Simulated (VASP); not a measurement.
# Ge (Fd-3m) in VASP: further runs

Ge is run at these levels: revpbe exchange, lda correlation, SVWN5, RPBE; tasks: elastic constants, single point, electric field gradients.

Everything below comes from runs of VASP 6.6.1. Logs are shortened: lines on timing, memory, paths and dates and some standing lists are left out, and cuts for length are marked.

## (1) The cell of the first run

It takes space group Fd-3m (No. 227, cubic). The conventional cell has a = 5.658 Å, b = 5.658 Å, c = 5.658 Å, α = 90.00°, β = 90.00°, γ = 90.00°. Within 3.2 Å of Ge (site symmetry -43m) lie 4 Ge at 2.45 Å.

## (2) Elastic constants, revpbe exchange, lda correlation

INCAR

```
  PREC = Accurate
  ENCUT = 500
  EDIFF = 1E-8
  ISMEAR = -1
  SIGMA = 0.05
  LREAL = F
  LASPH = T
  NELM = 120
  ALGO = Normal
  ISIF = 3
  LWAVE = F
  LCHARG = T
  GGA = LIBXC
  LIBXC1 = GGA_X_PBE_R
  LIBXC2 = LDA_C_PW
  NBANDS = 21
  IBRION = 6
  NFREE = 2
  POTIM = 0.015
  NSW = 1
  GGA_COMPAT = F
```

KPOINTS

```
regular mesh
0
Gamma
  6 6 6
```

POSCAR

```
Ge
1.0
    0.0000000000      2.8289100000      2.8289100000
    2.8289100000      0.0000000000      2.8289100000
    2.8289100000      2.8289100000      0.0000000000
Ge
2
Direct
    0.7500000000      0.7500000000      0.7500000000
    0.5000000000      0.5000000000      0.5000000000
```

Potentials or basis: VASP PAW PBE potentials, release 64 (Ge_d).

Launch:

```sh
$ cat potpaw_PBE.64/Ge_d/POTCAR > POTCAR
$ mpirun -np 1 vasp_std > vasp.out
```

OUTCAR:

```text
PREC = Accurate
   ENCUT = 500
   EDIFF = 1E-8
   ISMEAR = -1
   LREAL = F
   LASPH = T
   NELM = 120
   ISIF = 3
   GGA = LIBXC
   IBRION = 6
   NFREE = 2
   POTIM = 0.015
   NSW = 1

 ion  position               nearest neighbor table
   1  0.750  0.750  0.750-   2 2.45   2 2.45   2 2.45   2 2.45
   2  0.500  0.500  0.500-   1 2.45   1 2.45   1 2.45   1 2.45

  LATTYP: Found a face centered cubic cell.
 ALAT       =     5.6578200000

  Lattice vectors:

 A1 = (   0.0000000000,   2.8289100000,   2.8289100000)
 A2 = (   2.8289100000,   0.0000000000,   2.8289100000)
 A3 = (   2.8289100000,   2.8289100000,   0.0000000000)

Analysis of symmetry for initial positions (statically):
=====================================================================
 Subroutine PRICEL returns:
 Original cell was already a primitive cell.

 Routine SETGRP: Setting up the symmetry group for a
 face centered cubic supercell.

 Subroutine GETGRP returns: Found 48 space group operations
 (whereof 24 operations were pure point group operations)
 out of a pool of 48 trial point group operations.

The static configuration has the point symmetry T_d .
 The point group associated with its full space group is O_h .

Analysis of symmetry for dynamics (positions and initial velocities):
=====================================================================
 Subroutine PRICEL returns:
 Original cell was already a primitive cell.

 Routine SETGRP: Setting up the symmetry group for a
 face centered cubic supercell.

 Subroutine GETGRP returns: Found 48 space group operations
 (whereof 24 operations were pure point group operations)
 out of a pool of 48 trial point group operations.

The dynamic configuration has the point symmetry T_d .
 The point group associated with its full space group is O_h .

 Subroutine INISYM returns: Found 48 space group operations
 (whereof 24 operations are pure point group operations),
 and found     1 'primitive' translations

----------------------------------------------------------------------------------------

                                     Primitive cell

  volume of cell :      45.2780

  direct lattice vectors                    reciprocal lattice vectors
     0.000000000  2.828910000  2.828910000    -0.176746521  0.176746521  0.176746521
     2.828910000  0.000000000  2.828910000     0.176746521 -0.176746521  0.176746521
     2.828910000  2.828910000  0.000000000     0.176746521  0.176746521 -0.176746521

  length of vectors
     4.000682889  4.000682889  4.000682889     0.306133954  0.306133954  0.306133954

  position of ions in fractional coordinates (direct lattice)
     0.750000000  0.750000000  0.750000000
     0.500000000  0.500000000  0.500000000

  ion indices of the primitive-cell ions
   primitive index   ion index
                 1           1
                 2           2

----------------------------------------------------------------------------------------

 KPOINTS: regular mesh

Automatic generation of k-mesh.
 Grid dimensions read from file:
 generate k-points for:    6    6    6

 Generating k-lattice:

  Cartesian coordinates                     Fractional coordinates (reciprocal lattice)
[... 92 lines left out ...]
 number of electron      28.0000022 magnetization

 Free energy of the ion-electron system (eV)
  ---------------------------------------------------
  ext. energy  EPLUGINS =         0.00000000
  ---------------------------------------------------
  free energy    TOTEN  =        -6.50836315 eV

  energy without entropy =       -6.50729045  energy(sigma->0) =       -6.50782680

------------------------ aborting loop because EDIFF is reached ----------------------------------------

  FORCE on cell =-STRESS in cart. coord.  units (eV):
  Direction    XX          YY          ZZ          XY          YZ          ZX
  --------------------------------------------------------------------------------------
  -------------------------------------------------------------------------------------
  Total        2.9939221      2.9939221      2.9939221     -0.0000000      0.0000000      0.0000000
  in kB      105.9409065    105.9409065    105.9409065     -0.0000000      0.0000000      0.0000000
  external PRESSURE =     105.9409065 kB  Pullay stress =       0.0000000 kB
[... 89 lines left out ...]
  FREE ENERGIE OF THE ION-ELECTRON SYSTEM (eV)
  ---------------------------------------------------
  free  energy   TOTEN  =        -6.4593347309 eV

  energy  without entropy=       -6.4583717138  energy(sigma->0) =       -6.45885322

[... ionic steps 4 to 12 ...]

--------------------------------------- Ionic step       13  -------------------------------------------

 number of electron      28.0000020 magnetization

------------------------ aborting loop because EDIFF is reached ----------------------------------------
[... 67 lines left out ...]
--------------------------------------- Ionic step       15  -------------------------------------------

 number of electron      28.0000019 magnetization

 Free energy of the ion-electron system (eV)
  ---------------------------------------------------
  ext. energy  EPLUGINS =         0.00000000
  ---------------------------------------------------
  free energy    TOTEN  =        -6.50713339 eV

  energy without entropy =       -6.50619835  energy(sigma->0) =       -6.50666587

 E-fermi :   5.1416     XC(G=0):  -9.4917

 val. band max:        5.0933199342   @ k =   0.0000   0.0000   0.0000
 cond. band min:       5.1613993737   @ k =   0.0000   0.0000   0.0000
 fundamental gap:      0.0680794395
 Fermi energy:         5.1415505533

 k-point     1 :       0.0000    0.0000    0.0000
  band No.  band energies     occupation
      1     -19.9400      2.00000
      2     -19.9375      2.00000
      3     -19.9345      2.00000
      4     -19.9012      2.00000
      5     -19.9010      2.00000
      6     -19.6960      2.00000
[... 565 lines left out ...]
     20      16.4719      0.00000
     21      16.5456      0.00000

 [... further k-points ...]

------------------------ aborting loop because EDIFF is reached ----------------------------------------

  FORCE on cell =-STRESS in cart. coord.  units (eV):
  Direction    XX          YY          ZZ          XY          YZ          ZX
  --------------------------------------------------------------------------------------
  -------------------------------------------------------------------------------------
  Total        3.0011420      2.9985701      2.9985701      0.0000000      0.1486609      0.0000000
  in kB      106.1963850    106.1053782    106.1053782      0.0000000      5.2604129      0.0000000
  external PRESSURE =     106.1357138 kB  Pullay stress =       0.0000000 kB
[... 17 lines left out ...]
  FREE ENERGIE OF THE ION-ELECTRON SYSTEM (eV)
  ---------------------------------------------------
  free  energy   TOTEN  =        -6.5071333894 eV

  energy  without entropy=       -6.5061983508  energy(sigma->0) =       -6.50666587

 INTERNAL STRAIN TENSORS FROM STRAINED CELLS
 ============================================

 INTERNAL STRAIN TENSOR FOR ION    1 for displacements in x,y,z  (eV/Angst):
          X           Y           Z          XY          YZ          ZX
  --------------------------------------------------------------------------------
  x    -0.00000    -0.00000     0.00000     0.00000    -9.94356     0.00000
  y     0.00000     0.00000     0.00000     0.00000     0.00000    -9.94132
  z     0.00000    -0.00000     0.00000    -9.94341     0.00000    -0.00000

 INTERNAL STRAIN TENSORS FROM DISPLACED ATOMS
 ============================================

 INTERNAL STRAIN TENSOR FOR ION    1 for displacements in x,y,z  (eV/Angst):
          X           Y           Z          XY          YZ          ZX
  --------------------------------------------------------------------------------
  x    -0.00000    -0.00000    -0.00000     0.00000    -9.91030     0.00000
  y    -0.00000    -0.00000    -0.00000     0.00000     0.00000    -9.91030
  z    -0.00000    -0.00000    -0.00000    -9.91030     0.00000     0.00000

 INTERNAL STRAIN TENSOR FOR ION    2 for displacements in x,y,z  (eV/Angst):
          X           Y           Z          XY          YZ          ZX
  --------------------------------------------------------------------------------
  x     0.00000     0.00000     0.00000     0.00000     9.91030     0.00000
  y     0.00000     0.00000     0.00000     0.00000     0.00000     9.91030
  z     0.00000     0.00000     0.00000     9.91030     0.00000     0.00000

 Eigenvectors and eigenvalues of the dynamical matrix
 ----------------------------------------------------

   1 f  =    8.614532 THz    54.126701 2PiTHz  287.349857 cm-1    35.626826 meV
             X         Y         Z           dx          dy          dz
      4.243365  4.243365  4.243365     0.000000   -0.707107    0.000000
      2.828910  2.828910  2.828910     0.000000    0.707107    0.000000
[... 21 lines left out ...]
   6 f  =    0.000000 THz     0.000000 2PiTHz    0.000000 cm-1     0.000000 meV
             X         Y         Z           dx          dy          dz
      4.243365  4.243365  4.243365     0.000000    0.000000    0.707107
      2.828910  2.828910  2.828910     0.000000    0.000000    0.707107

--------------------------------------------------------------------------------------------------------

 ELASTIC MODULI CONTR FROM IONIC RELAXATION (kBar)
 Direction    XX          YY          ZZ          XY          YZ          ZX
 --------------------------------------------------------------------------------
 XX          -0.0000     -0.0000     -0.0000     -0.0000     -0.0000     -0.0000
 YY          -0.0000     -0.0000     -0.0000     -0.0000     -0.0000     -0.0000
 ZZ          -0.0000     -0.0000     -0.0000     -0.0000     -0.0000     -0.0000
 XY          -0.0000     -0.0000     -0.0000   -315.2600      0.0000      0.0000
 YZ          -0.0000     -0.0000     -0.0000      0.0000   -315.2600      0.0000
 ZX          -0.0000     -0.0000     -0.0000      0.0000      0.0000   -315.2600
 --------------------------------------------------------------------------------

 TOTAL ELASTIC MODULI (kBar)
 Direction    XX          YY          ZZ          XY          YZ          ZX
 --------------------------------------------------------------------------------
 XX        1194.8533    511.4005    511.4005     -0.0000     -0.0000     -0.0000
 YY         511.4005   1194.8533    511.4005     -0.0000     -0.0000     -0.0000
 ZZ         511.4005    511.4005   1194.8533     -0.0000     -0.0000     -0.0000
 XY          -0.0000     -0.0000     -0.0000    575.6118     -0.0000      0.0000
 YZ          -0.0000     -0.0000     -0.0000     -0.0000    575.6118     -0.0000
 ZX          -0.0000     -0.0000     -0.0000      0.0000     -0.0000    575.6118
 --------------------------------------------------------------------------------
```

Wall time 12 min (1 thread of AMD EPYC 7R43 (Zen 3), shared host); peak memory 0.19 GiB.

What came out:

```
Elastic constants C11, C12, C44 : 119, 51, 58 GPa
Voigt bulk modulus              : 74 GPa
Highest phonon frequency at Γ   : 287 cm⁻¹
```

Phonon frequencies in cm⁻¹ (negative: imaginary):
```
              q point        frequencies
(0.000, 0.000, 0.000)  0 0 0 287 287 287
```

Elastic tensor in Voigt notation (GPa, in the Cartesian axes of the cell as first typed):
```
119  51  51   0   0   0
 51 119  51   0   0   0
 51  51 119   0   0   0
  0   0   0  58   0   0
  0   0   0   0  58   0
  0   0   0   0   0  58
```

Clamped-ion elastic tensor (GPa):
```
119  51  51   0   0   0
 51 119  51   0   0   0
 51  51 119   0   0   0
  0   0   0  89   0   0
  0   0   0   0  89   0
  0   0   0   0   0  89
```

Caveat: the cell is under stress, which shifts elastic constants; the PAW data sets were made with another functional, which shifts forces and pressure a little.

## (3) Single point, SVWN5

POSCAR

```
Ge
1.0
    0.0000000000      2.8289100000      2.8289100000
    2.8289100000      0.0000000000      2.8289100000
    2.8289100000      2.8289100000      0.0000000000
Ge
2
Direct
    0.2500000000      0.2500000000      0.2500000000
    1.0000000000      1.0000000000      1.0000000000
```

INCAR.step1

```
SYSTEM = Ge
PREC = Accurate
ENCUT = 410
EDIFF = 1E-6
ISMEAR = 1
SIGMA = 0.1
LREAL = .False.
LASPH = .True.
NELM = 120
ALGO = Normal
ISIF = 2
LWAVE = .False.
LCHARG = .True.
GGA = VW
NBANDS = 21
GGA_COMPAT = .False.
NEDOS = 2001
LORBIT = 11
```

KPOINTS.step1

```
Automatic mesh
0
Gamma
  8 8 8
  0 0 0
```

INCAR.step2

```
SYSTEM = Ge
PREC = Accurate
ENCUT = 410
EDIFF = 1E-6
ISMEAR = -5
SIGMA = 0.1
LREAL = .False.
LASPH = .True.
NELM = 120
ALGO = Normal
ISIF = 2
LWAVE = .False.
LCHARG = .False.
GGA = VW
LORBIT = 11
NEDOS = 2001
ICHARG = 11
GGA_COMPAT = .False.
```

KPOINTS.step2

```
Automatic mesh
0
Gamma
  12 12 12
  0 0 0
```

Potentials or basis: VASP PAW PBE potentials, release 64 (Ge_d).

Launch:

```sh
$ cat potpaw_PBE.64/Ge_d/POTCAR > POTCAR
$ cp INCAR.step1 INCAR
$ cp KPOINTS.step1 KPOINTS
$ mpirun -np 1 vasp_std > vasp.out
$ cp INCAR.step2 INCAR
$ cp KPOINTS.step2 KPOINTS
$ mpirun -np 1 vasp_std > vasp.out
```

Run time: 21 s. Hardware: 1 thread of Intel Xeon 6975P-C (Granite Rapids), shared host; peak memory 0.15 GiB.

It converged, with:

```yaml
Valence_electrons_inside_the_program's_atomic_spheres: Ge 12.41
```

Levels at points of the mesh, in eV from the Fermi level:
```
           k point  band 12  band 13  band 14  band 15  band 16  band 17
(0.00, 0.00, 0.00)    -0.19     0.00     0.00     0.00     2.53     2.53
(0.50, 0.00, 0.00)    -7.65    -1.41    -1.41     0.05     3.73     3.73
(0.50, 0.50, 0.00)    -8.95    -3.08    -3.08     0.67     0.67     9.41
```

Caveat: the PAW data sets were made with another functional, which shifts forces and pressure a little; tetrahedron occupations give inexact forces and stress in metals.

## (4) Electric field gradients, RPBE

INCAR

```
PREC = Accurate
ENCUT = 410
EDIFF = 1E-8
ISMEAR = -1
SIGMA = 0.025
LREAL = False
LASPH = True
NELM = 120
ALGO = Normal
ISIF = 2
LWAVE = False
LCHARG = False
GGA = RP
LEFG = True
NBANDS = 21
GGA_COMPAT = False
```

KPOINTS

```
regular mesh
0
Gamma
  8 8 8
```

POSCAR is that of step 3.

Potentials or basis: VASP PAW PBE potentials, release 64 (Ge_d).

Launch:

```sh
$ cat potpaw_PBE.64/Ge_d/POTCAR > POTCAR
$ mpirun -np 1 vasp_std > vasp.out
```

OUTCAR:

```text
PREC = Accurate
   ENCUT = 410
   EDIFF = 1E-8
   ISMEAR = -1
   LREAL = False
   LASPH = True
   NELM = 120
   ISIF = 2
   GGA = RP

 ion  position               nearest neighbor table
   1  0.250  0.250  0.250-   2 2.45   2 2.45   2 2.45   2 2.45
   2  0.000  0.000  0.000-   1 2.45   1 2.45   1 2.45   1 2.45

  LATTYP: Found a face centered cubic cell.
 ALAT       =     5.6578200000

  Lattice vectors:

 A1 = (   0.0000000000,   2.8289100000,   2.8289100000)
 A2 = (   2.8289100000,   0.0000000000,   2.8289100000)
[... 789 lines left out ...]
  FREE ENERGIE OF THE ION-ELECTRON SYSTEM (eV)
  ---------------------------------------------------
  free  energy   TOTEN  =        -8.2945224410 eV

  energy  without entropy=       -8.2944553979  energy(sigma->0) =       -8.29448892

 Electric field gradients (V/A^2)
---------------------------------------------------------------------
 ion       V_xx      V_yy      V_zz      V_xy      V_xz      V_yz
---------------------------------------------------------------------
   1       0.000    -0.000    -0.000    -0.004    -0.004    -0.004
   2      -0.000    -0.000    -0.000    -0.004    -0.004    -0.004
---------------------------------------------------------------------

 Electric field gradients after diagonalization (V/A^2)
 (convention: |V_zz| > |V_xx| > |V_yy|)
----------------------------------------------------------------------
 ion       V_xx      V_yy      V_zz     asymmetry (V_yy - V_xx)/ V_zz
----------------------------------------------------------------------
   1       0.004     0.004    -0.008       0.000
   2       0.004     0.004    -0.008       0.000
----------------------------------------------------------------------

           NMR quadrupolar parameters

 Cq : quadrupolar parameter    Cq=e*Q*V_zz/h
 eta: asymmetry parameters     (V_yy - V_xx)/ V_zz
 Q  : nuclear electric quadrupole moment in mb (millibarn)
----------------------------------------------------------------------
 ion       Cq(MHz)       eta       Q (mb)
----------------------------------------------------------------------
   1      -0.000       0.000       1.000
   2      -0.000       0.000       1.000
----------------------------------------------------------------------
```

It took 19 s on 1 thread of Intel Xeon Platinum 8559C (Emerald Rapids), shared host; peak memory 0.15 GiB.

What came out:

```
Free energy                             : -8.2945 eV
Pressure                                : 4.9 GPa
Band gap on the k mesh                  : 0.15 eV
Largest electric field gradient by atom : zero within the noise of the run
```

Caveat: the cell stands under pressure; the PAW data sets were made with another functional, which shifts forces and pressure a little.
